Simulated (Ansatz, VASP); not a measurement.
# Two plane-wave programs on ZnO

```xyz
4
Lattice="3.1059 0.0000 0.0000 -1.5530 2.6898 0.0000 0.0000 0.0000 5.0025" Properties=species:S:1:pos:R:3 pbc="T T T"
Zn    0.0000    1.7932   -0.0114
Zn    1.5530    0.8966    2.4898
O     0.0000    1.7932    1.8874
O     1.5530    0.8966    4.3886
```

Change from the starting cell: hydrostatic strain -4.0%.

Alike in both runs: task single point; functional PBE; k mesh 12 × 12 × 6; occupations fermi-dirac, width 0.02 eV; no spin polarisation.

|  | VASP | Ansatz |
| --- | --- | --- |
| version | VASP 6.6.1 | Ansatz 0.2.0 |
| potentials or method | VASP PAW PBE potentials, release 64 (Zn, O) | plane waves, PAW |
| plane-wave cutoff (eV) | 520 | 420 |
| valence electrons in the cell | 36 | 36 |

```csv
,VASP,Ansatz,Ansatz less VASP
gap on the k mesh at the Fermi level (eV),0.97,0.98,+0.008
pressure (GPa),32.6,30.7,-1.86
```

Both programs put the cell under a high pressure, so it lies far from rest at this level.
